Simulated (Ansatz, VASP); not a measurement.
**One calculation of AlGa2As3, two programs**

File INCAR:

```
SYSTEM = AlGa2As3
PREC     = Accurate       ! precision mode
ENCUT    = 600            ! plane-wave cutoff, eV
EDIFF    = 1E-7           ! SCF threshold, eV
ISMEAR   = 0              ! smearing method
SIGMA    = 0.1            ! smearing width, eV
LREAL    = .FALSE.        ! projectors in reciprocal space
LASPH    = .TRUE.         ! aspherical terms in the spheres
NELM     = 100            ! most SCF steps
ALGO     = Normal         ! electronic algorithm
ISIF     = 3              ! what is computed and relaxed
LWAVE    = .FALSE.        ! write WAVECAR
LCHARG   = .FALSE.        ! write CHGCAR
GGA      = PE             ! functional
IBRION   = 2              ! ionic algorithm
NSW      = 90             ! ionic steps
EDIFFG   = -0.04          ! ionic threshold
```

The input KPOINTS:

```
Automatic mesh
0
G
  3 3 6
  0 0 0
```

POSCAR

```
AlGa2As3
1.0
    6.1989793300      0.0000000000      0.0000000000
   -3.0994896700      5.3684735800      0.0000000000
    0.0000000000      0.0000000000      3.5667792900
Al Ga As
1 2 3
Direct
    0.0000000000      0.0000000000      0.5000000000
    0.3333333300      0.6666666700      0.5000000000
    0.6666666700      0.3333333300      0.5000000000
    0.0000000000      0.5000000000      0.0000000000
    0.5000000000      0.0000000000      0.0000000000
    0.5000000000      0.5000000000      0.0000000000
```

Input for Ansatz:

```yaml
crystal:
  lattice:
    - [6.19897933, 0.0, 0.0]
    - [-3.09948967, 5.36847358, 0.0]
    - [0.0, 0.0, 3.56677929]
  atoms:
    - { symbol: Al, position: [0.0, 0.0, 0.5] }
    - { symbol: Ga, position: [0.33333333, 0.66666667, 0.5] }
    - { symbol: Ga, position: [0.66666667, 0.33333333, 0.5] }
    - { symbol: As, position: [0.0, 0.5, 0.0] }
    - { symbol: As, position: [0.5, 0.0, 0.0] }
    - { symbol: As, position: [0.5, 0.5, 0.0] }
basis:
  ecutwfc: 420
kpoints:
  mp_grid: { grid: [3, 3, 6] }
hamiltonian:
  xc: pbe
scf:
  occupations: { method: gaussian, width: 0.1 }
  lower_state_search: "off"
output:
  forces: true
  stress: true
  eigenvalues: true
relax:
  adjacent_minimum: "off"
  f_tol: 0.04
  max_steps: 70
  cell: { stress_tol: 0.4 }
```

Change from the starting cell: species swapped into the SmB2Ir3 type (P6/mmm, No. 191).

Alike in both runs: task relaxation of cell and atoms; functional PBE; k mesh 3 × 3 × 6; occupations gaussian, width 0.1 eV; no spin polarisation.

|  | VASP | Ansatz |
| --- | --- | --- |
| version | VASP 6.6.1 | Ansatz 0.2.0 |
| potentials or method | VASP PAW PBE potentials, release 64 (Al, Ga_d, As), cutoff 600 eV | scalar-relativistic, plane waves, PAW |
| valence electrons in the cell | 44 | 74 |

|  | VASP | Ansatz | Ansatz less VASP |
| --- | --- | --- | --- |
| gap on the k mesh at the Fermi level, each at its own relaxed structure (eV) | none | none | - |
| relaxed volume (Å³/atom) | 23.08 | 22.98 | -0.105 |
| relaxed length of the cell vector where the two differ most in proportion (Å) | 3.675 | 3.664 | -0.0109 |

A gap of «none» marks a metal or a gap that the smearing closes. VASP's potentials hold 44 valence electrons a cell and Ansatz's 74, so a difference there can come from the potentials and not from the codes.

The k mesh is coarse, so the values compare programs but aren't converged. Noted on VASP's run: the volume moved by over 15 % at a fixed basis, so the end points are rough.
